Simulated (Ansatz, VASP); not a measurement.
Two plane-wave programs on YNb4N

The input INCAR:

```
PREC = Accurate ; ENCUT = 520
EDIFF = 1E-7 ; ISMEAR = 0
SIGMA = 0.1 ; LREAL = False
LASPH = True ; NELM = 80
ALGO = Normal ; ISIF = 2
LWAVE = False ; LCHARG = False
GGA = PE ; NBANDS = 43
```

File KPOINTS:

```
Automatic mesh
0
Gamma
  4 4 4
```

POSCAR

```
YNb4N
1.0
    3.7701246700      0.0000000000      0.0000000000
    0.0000000000      3.7701246700      0.0000000000
    0.0000000000      0.0000000000      5.6243602500
Y Nb N
1 4 1
Direct
    0.5000000000      0.5000000000      0.5000000000
    0.0000000000      0.5000000000      0.7644799900
    0.5000000000      0.0000000000      0.7644799900
    0.0000000000      0.5000000000      0.2355200100
    0.5000000000      0.0000000000      0.2355200100
    0.0000000000      0.0000000000      0.0000000000
```

Input for Ansatz:

```yaml
crystal:
  lattice:
    - [3.77012467, 0.0, 0.0]
    - [0.0, 3.77012467, 0.0]
    - [0.0, 0.0, 5.62436025]
  atoms:
    - { symbol: "Y", position: [0.5, 0.5, 0.5] }
    - { symbol: Nb, position: [0.0, 0.5, 0.76447999] }
    - { symbol: Nb, position: [0.5, 0.0, 0.76447999] }
    - { symbol: Nb, position: [0.0, 0.5, 0.23552001] }
    - { symbol: Nb, position: [0.5, 0.0, 0.23552001] }
    - { symbol: "N", position: [0.0, 0.0, 0.0] }
basis:
  ecutwfc: 420
kpoints:
  mp_grid: { grid: [4, 4, 4] }
hamiltonian:
  xc: pbe
scf:
  occupations: { method: gaussian, width: 0.1 }
  lower_state_search: "off"
output:
  forces: true
  stress: true
  eigenvalues: true
```

Change from the starting cell: species swapped into the MgTiH4 type (P4/mmm, No. 123).

Alike in both runs: task single point; functional PBE; k mesh 4 × 4 × 4; occupations gaussian, width 0.1 eV; no spin polarisation.

```csv
,VASP,Ansatz
version,VASP 6.6.1,Ansatz 0.2.0
potentials or method,"VASP PAW PBE potentials, release 64 (Y_sv, Nb_sv, N), cutoff 520 eV","scalar-relativistic, plane waves, PAW"
valence electrons in the cell,68,68
```

VASP gave:

* gap on the k mesh at the Fermi level (eV): none
* rms of the force components (eV/Å): 1.416

Which values does Ansatz return?

gap on the k mesh at the Fermi level (eV): none; rms of the force components (eV/Å): 1.396.

Atom by atom the forces differ by 0.020 eV/Å (rms over components). A gap of «none» marks a metal or a gap that the smearing closes.

The k mesh is coarse, so the values compare programs but aren't converged.
